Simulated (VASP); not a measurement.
Write the native input for VASP 6.6.1 that does the following.

```
Task                   : single point
Functional             : r2SCAN
Potentials or basis    : VASP PAW PBE potentials, release 64 (As, In_d, Sb)
Cutoff                 : 520 eV
k mesh                 : 6 × 6 × 2
Occupations            : fermi-dirac, width 0.02 eV
Spin                   : no spin polarisation
Dipole correction      : no
Further INCAR settings : ALGO = Normal; EDIFF = 1e-07; NBANDS = 46
```

The system is In4Sb3As.

```
As In Sb
1.0
     4.56383    0.00000    0.00000
     0.00000    4.56383    0.00000
     0.00000    0.00000   12.87132
As In Sb
1 4 3
Direct
  0.00000 0.00000 0.00000
  0.00000 0.50000 0.88765
  0.50000 0.00000 0.62944
  0.00000 0.50000 0.37056
  0.50000 0.00000 0.11235
  0.50000 0.50000 0.75848
  0.00000 0.00000 0.50000
  0.50000 0.50000 0.24152
```

One way to write it, as run:

POSCAR

```
In4Sb3As
1.0
    4.5638345239      0.0000000000      0.0000000000
    0.0000000000      4.5638345239      0.0000000000
    0.0000000000      0.0000000000     12.8713213282
As In Sb
1 4 3
Direct
    0.0000000000      0.0000000000      0.0000000000
    0.0000000000      0.5000000000      0.8876518374
    0.5000000000      0.0000000000      0.6294370929
    0.0000000000      0.5000000000      0.3705629071
    0.5000000000      0.0000000000      0.1123481626
    0.5000000000      0.5000000000      0.7584818487
    0.0000000000      0.0000000000      0.5000000000
    0.5000000000      0.5000000000      0.2415181513
```

INCAR.step1

```
SYSTEM = In4Sb3As
ALGO     = Normal         ! electronic algorithm
EDIFF    = 1E-4           ! SCF threshold, eV
ENCUT    = 520            ! plane-wave cutoff, eV
GGA      = PE             ! functional
ISMEAR   = -1             ! smearing method
LASPH    = .True.         ! aspherical terms in the spheres
LCHARG   = .False.        ! write CHGCAR
LREAL    = .False.        ! projectors in reciprocal space
LWAVE    = .True.         ! write WAVECAR
NBANDS   = 46             ! bands
NELM     = 100            ! most SCF steps
PREC     = Accurate       ! precision mode
SIGMA    = 0.02           ! smearing width, eV
```

INCAR.step2

```
SYSTEM = In4Sb3As
ALGO     = Normal         ! electronic algorithm
EDIFF    = 1E-7           ! SCF threshold, eV
ENCUT    = 520            ! plane-wave cutoff, eV
ISIF     = 2              ! what is computed and relaxed
ISMEAR   = -1             ! smearing method
ISTART   = 1            
LASPH    = .True.         ! aspherical terms in the spheres
LCHARG   = .False.        ! write CHGCAR
LMIXTAU  = .True.       
LREAL    = .False.        ! projectors in reciprocal space
LWAVE    = .False.        ! write WAVECAR
METAGGA  = R2SCAN         ! meta-GGA
NBANDS   = 46             ! bands
NELM     = 100            ! most SCF steps
PREC     = Accurate       ! precision mode
SIGMA    = 0.02           ! smearing width, eV
```

KPOINTS

```
k-points
0
Gamma
  6 6 2
  0 0 0
```

Potentials or basis: VASP PAW PBE potentials, release 64 (As, In_d, Sb).

Command:

```bash
$ cat potpaw_PBE.64/As/POTCAR potpaw_PBE.64/In_d/POTCAR potpaw_PBE.64/Sb/POTCAR > POTCAR
$ cp INCAR.step1 INCAR
$ mpirun -np 1 vasp_std > vasp.out
$ cp INCAR.step2 INCAR
$ mpirun -np 1 vasp_std > vasp.out
```

Results of the run:

```
Pressure               : 0.0 GPa
Band gap on the k mesh : zero (filled and empty bands touch)
```

Caveat: semilocal functionals underestimate gaps, and a narrow one can read as zero; the PAW data sets were made with another functional, which shifts forces and pressure a little; spin-orbit coupling is left out, which moves the levels of the heavy elements.

Wall time 9.9 min on 1 thread of Intel(R) Xeon(R) Platinum 8559C (Emerald Rapids), with other jobs on the host, peak memory 0.51 GiB.
